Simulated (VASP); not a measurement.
# InSb (zinc blende type) (F-43m) in VASP: further runs

The runs below take InSb (zinc blende type) through single point, with HSE06.

Program: VASP 6.6.1. These are calculated values, not measurements. Logs are shortened: lines on timing, memory, paths and dates and some standing lists are left out, and cuts for length are marked.

### Step 1. The cell of the first run

It takes space group F-43m (No. 216, cubic). The conventional cell has a = 6.727 Å, b = 6.727 Å, c = 6.727 Å, α = 90.00°, β = 90.00°, γ = 90.00°. In (site symmetry -43m) has 4 Sb at 2.91 Å within 3.8 Å. Within 3.8 Å of Sb (site symmetry -43m) lie 4 In at 2.91 Å.

### Step 2. Single point, HSE06

File POSCAR:

```
InSb
1.0
    0.0000000000      3.3636892207      3.3636892207
    3.3636892207      0.0000000000      3.3636892207
    3.3636892207      3.3636892207      0.0000000000
In Sb
1 1
Direct
    0.0000000000      0.0000000000      0.0000000000
    0.2500000000      0.2500000000      0.2500000000
```

File INCAR.step1:

```
SYSTEM = InSb
ALGO = Normal
EDIFF = 1E-5
ENCUT = 400
GGA = PE
GGA_COMPAT = .False.
ISIF = 2
ISMEAR = -1
LASPH = .True.
LCHARG = .False.
LREAL = .False.
LWAVE = .True.
NBANDS = 21
NELM = 120
PREC = Accurate
SIGMA = 0.05
```

File INCAR.step2:

```
SYSTEM = InSb
ALGO = Normal
EDIFF = 1E-6
ENCUT = 400
GGA = PE
GGA_COMPAT = .False.
HFSCREEN = 0.2079
ISIF = 2
ISMEAR = -1
ISTART = 1
LASPH = .True.
LCHARG = .False.
LHFCALC = .True.
LREAL = .False.
LWAVE = .False.
NBANDS = 21
NELM = 120
PREC = Accurate
PRECFOCK = Normal
SIGMA = 0.05
```

File KPOINTS:

```
k-points
0
Gamma
  4 4 4
  0 0 0
```

Potentials or basis: VASP PAW PBE potentials, release 64 (In_d, Sb_d_GW).

Started as:

```bash
$ cat potpaw_PBE.64/In_d/POTCAR potpaw_PBE.64/Sb_d_GW/POTCAR > POTCAR
$ cp INCAR.step1 INCAR
$ mpirun -np 1 vasp_std > vasp.out
$ cp INCAR.step2 INCAR
$ mpirun -np 1 vasp_std > vasp.out
```

OUTCAR:

```text
SYSTEM = InSb
   EDIFF = 1E-6
   ENCUT = 400
   GGA = PE
   HFSCREEN = 0.2079
   ISIF = 2
   ISMEAR = -1
   ISTART = 1
   LASPH = .True.
   LHFCALC = .True.
   LREAL = .False.
   NELM = 120
   PREC = Accurate
   PRECFOCK = Normal

 ion  position               nearest neighbor table
   1  0.000  0.000  0.000-   2 2.91   2 2.91   2 2.91   2 2.91
   2  0.250  0.250  0.250-   1 2.91   1 2.91   1 2.91   1 2.91

  LATTYP: Found a face centered cubic cell.
 ALAT       =     6.7273784414

  Lattice vectors:

 A1 = (   0.0000000000,   3.3636892207,   3.3636892207)
 A2 = (   3.3636892207,   0.0000000000,   3.3636892207)
 A3 = (   3.3636892207,   3.3636892207,   0.0000000000)

Analysis of symmetry for initial positions (statically):
=====================================================================
 Subroutine PRICEL returns:
 Original cell was already a primitive cell.

 Routine SETGRP: Setting up the symmetry group for a
 face centered cubic supercell.

 Subroutine GETGRP returns: Found 24 space group operations
 (whereof 24 operations were pure point group operations)
 out of a pool of 48 trial point group operations.

The static configuration has the point symmetry T_d .

Analysis of symmetry for dynamics (positions and initial velocities):
=====================================================================
 Subroutine PRICEL returns:
 Original cell was already a primitive cell.

 Routine SETGRP: Setting up the symmetry group for a
 face centered cubic supercell.

 Subroutine GETGRP returns: Found 24 space group operations
 (whereof 24 operations were pure point group operations)
 out of a pool of 48 trial point group operations.

The dynamic configuration has the point symmetry T_d .

 Subroutine INISYM returns: Found 24 space group operations
 (whereof 24 operations are pure point group operations),
 and found     1 'primitive' translations

----------------------------------------------------------------------------------------

                                     Primitive cell

  volume of cell :      76.1163

[... 68 lines left out ...]
   LASPH  =      T    aspherical Exc in radial PAW
   ENCUT  =  400.0 eV  29.40 Ry    5.42 a.u.   7.76  7.76  7.76*2*pi/ulx,y,z
   NELM   =    120;   NELMIN=  2; NELMDL=  0     # of ELM steps
   EDIFF  = 0.1E-05   stopping-criterion for ELM
   LREAL  =      F    real-space projection
   EDIFFG = 0.1E-04   stopping-criterion for IOM
   NSW    =      0    number of steps for IOM
   IBRION =     -1    ionic relax: 0-MD 1-quasi-New 2-CG
   NFREE  =      0    steps in history (QN), initial steepest desc. (CG)
   ISIF   =      2    stress and relaxation
   ISYM   =      3    0-nonsym 1-usesym 2-fastsym
   POTIM  = 0.5000    time-step for ionic-motion
   TEBEG  =    0.0;   TEEND  =   0.0 temperature during run
   PSTRESS=    0.0 pullay stress
   NELECT =      28.0000    total number of electrons
   NUPDOWN=      -1.0000    fix difference up-down
   EMIN   =  10.00;   EMAX   =-10.00  energy-range for DOS
   EFERMI =   0.00;   METHOD = LEGACY
   ISMEAR =    -1;   SIGMA  =   0.05  broadening in eV -4-tet -1-fermi 0-gaus
   EFERMI_NEDOS =   21; number of points for ismear=-14 and -15
   IALGO  =     38    algorithm
   IMIX   =      1    mixing-type and parameters
     AMIX     =   0.40;   BMIX     =  1.00
     AMIX_MAG =   1.60;   BMIX_MAG =  1.00
  volume/ion in A,a.u.               =      38.06       256.83
  Fermi-wavevector in a.u.,A,eV,Ry     =   1.173010  2.216667 18.720964  1.375952
  Thomas-Fermi vector in A             =   2.309430
   LORBIT       =      0    0 simple, 1 ext, 2 COOP (PROOUT), +10 PAW based schemes
   GGA     = PE    functional components
   LHFCALC =     T    Hartree Fock is set to
   PRECFOCK=normal    Normal, Fast or Accurate (Low or Medium for compatibility)
   ENCUT4O =  -1.0   cutoff for four orbital integrals eV
   NKREDX  =     1    reduce k-point grid by
   NKREDY  =     1    reduce k-point grid by
   NKREDZ  =     1    reduce k-point grid by
   AEXX    =    0.2500 exact exchange contribution
   HFSCREEN=    0.2079 screening length (either q_TF or 0.3 A-1)
   HFSCREENC=   0.2079 screening length for correlation (either q_TF or 0.3 A-1)
   ENCUTFOCK=  -1.0 apply spherical cutoff to Coloumb kernel
   IVDW    =     0    specifies the selected vdW correction
   LEPSILON=     F    determine dielectric tensor
   LRPA    =     F    only Hartree local field effects (RPA)
 non-spin polarized calculation
  energy-cutoff  :      400.00
  volume of cell :       76.12
 maximum number of plane-waves:      1411
 NGX is ok and might be reduce to    32
  NGX = 24; NGY = 24; NGZ = 24

 number of electron      27.9999978 magnetization

 Free energy of the ion-electron system (eV)
  ---------------------------------------------------
  ext. energy  EPLUGINS =         0.00000000
  ---------------------------------------------------
  free energy    TOTEN  =        -8.09864828 eV

  energy without entropy =       -8.09563659  energy(sigma->0) =       -8.09714243

 E-fermi :   2.9573     XC(G=0):  -6.9906

 val. band max:        2.9224142508   @ k =   0.0000   0.0000   0.0000
 cond. band min:       3.8074229066   @ k =   0.5000   0.0000   0.0000
 fundamental gap:      0.8850086558
 Fermi energy:         2.9572740515

 k-point     1 :       0.0000    0.0000    0.0000
  band No.  band energies     occupation
      1     -27.7021      2.00000
      2     -27.7021      2.00000
      3     -27.7021      2.00000
      4     -27.6890      2.00000
      5     -27.6890      2.00000
      6     -13.3315      2.00000
[... 181 lines left out ...]
     20      13.2414      0.00000
     21      13.8384      0.00000

------------------------ aborting loop because EDIFF is reached ----------------------------------------

  FORCE on cell =-STRESS in cart. coord.  units (eV):
  Direction    XX          YY          ZZ          XY          YZ          ZX
  --------------------------------------------------------------------------------------
  -------------------------------------------------------------------------------------
  Total       -1.3389386     -1.3389386     -1.3389386     -0.0000000     -0.0000000      0.0000000
  in kB      -28.1834174    -28.1834174    -28.1834174     -0.0000000     -0.0000000      0.0000000
  external PRESSURE =     -28.1834174 kB  Pullay stress =       0.0000000 kB

 VOLUME and BASIS-vectors are now :
 -----------------------------------------------------------------------------
  energy-cutoff  :      400.00
  volume of cell :       76.12
      direct lattice vectors                 reciprocal lattice vectors
     0.000000000  3.363689221  3.363689221    -0.148646313  0.148646313  0.148646313
     3.363689221  0.000000000  3.363689221     0.148646313 -0.148646313  0.148646313
     3.363689221  3.363689221  0.000000000     0.148646313  0.148646313 -0.148646313

 POSITION                                       TOTAL-FORCE (eV/Angst)
 -----------------------------------------------------------------------------------
      0.00000      0.00000      0.00000         0.000000      0.000000     -0.000000
      1.68184      1.68184      1.68184        -0.000000     -0.000000      0.000000
 -----------------------------------------------------------------------------------
    total drift:                                0.000019      0.000143     -0.000015

  FREE ENERGIE OF THE ION-ELECTRON SYSTEM (eV)
  ---------------------------------------------------
  free  energy   TOTEN  =        -8.0986482814 eV

  energy  without entropy=       -8.0956365855  energy(sigma->0) =       -8.09714243
```

Wall time 9.4 min (1 thread of Intel Xeon Platinum 8488C (Sapphire Rapids), shared host); peak memory 0.29 GiB.

What came out:

```
Free energy            : -8.0986 eV
Pressure               : -2.8 GPa
Band gap on the k mesh : zero (filled and empty bands touch)
```

Levels at points of the mesh, in eV from the Fermi level:
```csv
k point,band 11,band 12,band 13,band 14,band 15,band 16,band 17,band 18
"(0.00, 0.00, 0.00)",-11.10,-0.30,-0.03,-0.03,-0.03,3.54,3.54,3.54
"(0.50, 0.00, 0.00)",-9.86,-5.63,-0.97,-0.97,0.85,4.39,4.39,6.77
"(0.50, 0.50, 0.00)",-9.31,-5.98,-2.13,-2.13,1.85,1.97,8.49,8.49
```

Caveat: the k points lie up to 0.40 Å⁻¹ apart; the PAW data sets were made with another functional, which shifts forces and pressure a little; spin-orbit coupling is left out, which moves the levels of the heavy elements.

### Step 3. Single point, HSE06

This run uses another cell than the first one, of 36.59 Å³/atom.

File POSCAR:

```
InSb
1.0
    0.0000000000      3.3200000000      3.3200000000
    3.3200000000      0.0000000000      3.3200000000
    3.3200000000      3.3200000000      0.0000000000
In Sb
1 1
Direct
    0.0000000000      0.0000000000      0.0000000000
    0.2500000000      0.2500000000      0.2500000000
```

File INCAR.step1:

```
SYSTEM = InSb
PREC     = Accurate       ! precision mode
ENCUT    = 520            ! plane-wave cutoff, eV
EDIFF    = 1E-5           ! SCF threshold, eV
ISMEAR   = -1             ! smearing method
SIGMA    = 0.02           ! smearing width, eV
LREAL    = .False.        ! projectors in reciprocal space
LASPH    = .True.         ! aspherical terms in the spheres
NELM     = 60             ! most SCF steps
ALGO     = Normal         ! electronic algorithm
ISIF     = 2              ! what is computed and relaxed
LWAVE    = .True.         ! write WAVECAR
NBANDS   = 16             ! bands
GGA      = PE             ! functional
```

File INCAR.step2:

```
SYSTEM = InSb
PREC     = Accurate       ! precision mode
ENCUT    = 520            ! plane-wave cutoff, eV
EDIFF    = 1E-6           ! SCF threshold, eV
ISMEAR   = -1             ! smearing method
SIGMA    = 0.02           ! smearing width, eV
LREAL    = .False.        ! projectors in reciprocal space
LASPH    = .True.         ! aspherical terms in the spheres
NELM     = 60             ! most SCF steps
ALGO     = Normal         ! electronic algorithm
ISIF     = 2              ! what is computed and relaxed
LWAVE    = .False.        ! write WAVECAR
LCHARG   = .True.         ! write CHGCAR
GGA      = PE             ! functional
LHFCALC  = .True.         ! exact exchange
HFSCREEN = 0.2079         ! screening, 1/A
PRECFOCK = Normal       
LELF     = .True.         ! ELF
LVHAR    = .True.       
NBANDS   = 16             ! bands
ISTART   = 1
```

File KPOINTS:

```
Automatic mesh
0
Gamma
  6 6 6
  0 0 0
```

Potentials or basis: VASP PAW PBE potentials, release 64 (In_d, Sb).

Started as:

```bash
$ cat potpaw_PBE.64/In_d/POTCAR potpaw_PBE.64/Sb/POTCAR > POTCAR
$ cp INCAR.step1 INCAR
$ mpirun -np 1 vasp_std > vasp.out
$ cp INCAR.step2 INCAR
$ mpirun -np 1 vasp_std > vasp.out
```

OUTCAR:

```text
SYSTEM = InSb
   PREC = Accurate
   ENCUT = 520
   EDIFF = 1E-6
   ISMEAR = -1
   LREAL = .False.
   LASPH = .True.
   NELM = 60
   ISIF = 2
   GGA = PE
   LHFCALC = .True.
   HFSCREEN = 0.2079
   PRECFOCK = Normal
   ISTART = 1

 ion  position               nearest neighbor table
   1  0.000  0.000  0.000-   2 2.88   2 2.88   2 2.88   2 2.88
   2  0.250  0.250  0.250-   1 2.88   1 2.88   1 2.88   1 2.88

  LATTYP: Found a face centered cubic cell.
 ALAT       =     6.6400000000

  Lattice vectors:

 A1 = (   0.0000000000,   3.3200000000,   3.3200000000)
 A2 = (   3.3200000000,   0.0000000000,   3.3200000000)
 A3 = (   3.3200000000,   3.3200000000,   0.0000000000)

Analysis of symmetry for initial positions (statically):
=====================================================================
 Subroutine PRICEL returns:
 Original cell was already a primitive cell.

 Routine SETGRP: Setting up the symmetry group for a
 face centered cubic supercell.

 Subroutine GETGRP returns: Found 24 space group operations
 (whereof 24 operations were pure point group operations)
 out of a pool of 48 trial point group operations.

The static configuration has the point symmetry T_d .

Analysis of symmetry for dynamics (positions and initial velocities):
=====================================================================
 Subroutine PRICEL returns:
 Original cell was already a primitive cell.

 Routine SETGRP: Setting up the symmetry group for a
 face centered cubic supercell.

 Subroutine GETGRP returns: Found 24 space group operations
 (whereof 24 operations were pure point group operations)
 out of a pool of 48 trial point group operations.

The dynamic configuration has the point symmetry T_d .

 Subroutine INISYM returns: Found 24 space group operations
 (whereof 24 operations are pure point group operations),
 and found     1 'primitive' translations

[... 111 lines left out ...]
   LHFCALC =     T    Hartree Fock is set to
   PRECFOCK=normal    Normal, Fast or Accurate (Low or Medium for compatibility)
   ENCUT4O =  -1.0   cutoff for four orbital integrals eV
   NKREDX  =     1    reduce k-point grid by
   NKREDY  =     1    reduce k-point grid by
   NKREDZ  =     1    reduce k-point grid by
   AEXX    =    0.2500 exact exchange contribution
   HFSCREEN=    0.2079 screening length (either q_TF or 0.3 A-1)
   HFSCREENC=   0.2079 screening length for correlation (either q_TF or 0.3 A-1)
   ENCUTFOCK=  -1.0 apply spherical cutoff to Coloumb kernel
   IVDW    =     0    specifies the selected vdW correction
   LEPSILON=     F    determine dielectric tensor
   LRPA    =     F    only Hartree local field effects (RPA)
 non-spin polarized calculation
  energy-cutoff  :      520.00
  volume of cell :       73.19
 maximum number of plane-waves:      1994
  NGX = 28; NGY = 28; NGZ = 28

 number of electron      18.0000008 magnetization

 Free energy of the ion-electron system (eV)
  ---------------------------------------------------
  ext. energy  EPLUGINS =         0.00000000
  ---------------------------------------------------
  free energy    TOTEN  =        -8.42801982 eV

  energy without entropy =       -8.42762498  energy(sigma->0) =       -8.42782240

 E-fermi :   4.0053     XC(G=0):  -7.0194

 val. band max:        4.0003358046   @ k =   0.0000   0.0000   0.0000
 cond. band min:       4.9689631170   @ k =   0.5000   0.0000   0.0000
 fundamental gap:      0.9686273125
 Fermi energy:         4.0053008530

 k-point     1 :       0.0000    0.0000    0.0000
  band No.  band energies     occupation
      1     -12.2889      2.00000
      2     -12.2889      2.00000
      3     -12.2889      2.00000
      4     -12.2171      2.00000
      5     -12.2171      2.00000
      6      -7.2879      2.00000
[... 281 lines left out ...]
      3     -12.2564      2.00000
      4     -12.2260      2.00000
      5     -12.2134      2.00000
      6      -5.3458      2.00000
[... 8 lines left out ...]
     15      14.3821      0.00000
     16      15.1412      0.00000

------------------------ aborting loop because EDIFF is reached ----------------------------------------

  FORCE on cell =-STRESS in cart. coord.  units (eV):
  Direction    XX          YY          ZZ          XY          YZ          ZX
  --------------------------------------------------------------------------------------
  -------------------------------------------------------------------------------------
  Total       -0.9423010     -0.9423010     -0.9423010     -0.0000000      0.0000000      0.0000000
  in kB      -20.6279461    -20.6279461    -20.6279461     -0.0000000      0.0000000      0.0000000
  external PRESSURE =     -20.6279461 kB  Pullay stress =       0.0000000 kB

 VOLUME and BASIS-vectors are now :
 -----------------------------------------------------------------------------
  energy-cutoff  :      520.00
  volume of cell :       73.19
      direct lattice vectors                 reciprocal lattice vectors
     0.000000000  3.320000000  3.320000000    -0.150602410  0.150602410  0.150602410
     3.320000000  0.000000000  3.320000000     0.150602410 -0.150602410  0.150602410
     3.320000000  3.320000000  0.000000000     0.150602410  0.150602410 -0.150602410

 POSITION                                       TOTAL-FORCE (eV/Angst)
 -----------------------------------------------------------------------------------
      0.00000      0.00000      0.00000        -0.000000     -0.000000     -0.000000
      1.66000      1.66000      1.66000         0.000000      0.000000      0.000000
 -----------------------------------------------------------------------------------
    total drift:                               -0.000022     -0.000005      0.000002

  FREE ENERGIE OF THE ION-ELECTRON SYSTEM (eV)
  ---------------------------------------------------
  free  energy   TOTEN  =        -8.4280198229 eV

  energy  without entropy=       -8.4276249822  energy(sigma->0) =       -8.42782240
```

OUTCAR.step1:

```text
SYSTEM = InSb
   PREC = Accurate
   ENCUT = 520
   EDIFF = 1E-5
   ISMEAR = -1
   LREAL = .False.
[... 514 lines left out ...]
      0.00000      0.00000      0.00000         0.000000      0.000000      0.000000
      1.66000      1.66000      1.66000        -0.000000     -0.000000     -0.000000
 -----------------------------------------------------------------------------------
    total drift:                               -0.000000     -0.000000     -0.000000

  FREE ENERGIE OF THE ION-ELECTRON SYSTEM (eV)
  ---------------------------------------------------
  free  energy   TOTEN  =        -6.9325069333 eV

  energy  without entropy=       -6.9321533051  energy(sigma->0) =       -6.93233012
```

It took 2.8 h on 1 thread of Oxide Virtual Turin-like, shared host; peak memory 0.32 GiB.

What came out:

```
Free energy            : -8.4280 eV
Pressure               : -2.1 GPa
Band gap on the k mesh : 0.02 eV
```

Levels at points of the mesh, in eV from the valence-band top:
| k point | band 7 | band 8 | band 9 | band 10 | band 11 | band 12 |
| --- | --- | --- | --- | --- | --- | --- |
| (0.00, 0.00, 0.00) | 0.00 | 0.00 | 0.00 | 0.02 | 3.63 | 3.63 |
| (0.50, 0.00, 0.00) | -5.73 | -0.97 | -0.97 | 0.99 | 4.49 | 4.49 |
| (0.50, 0.50, 0.00) | -6.08 | -2.20 | -2.20 | 1.92 | 2.00 | 8.80 |

Caveat: the smearing spreads over this small gap; the PAW data sets were made with another functional, which shifts forces and pressure a little; spin-orbit coupling is left out, which moves the levels of the heavy elements.

The gap in the log of VASP goes by the Fermi energy; the results here count the filled bands.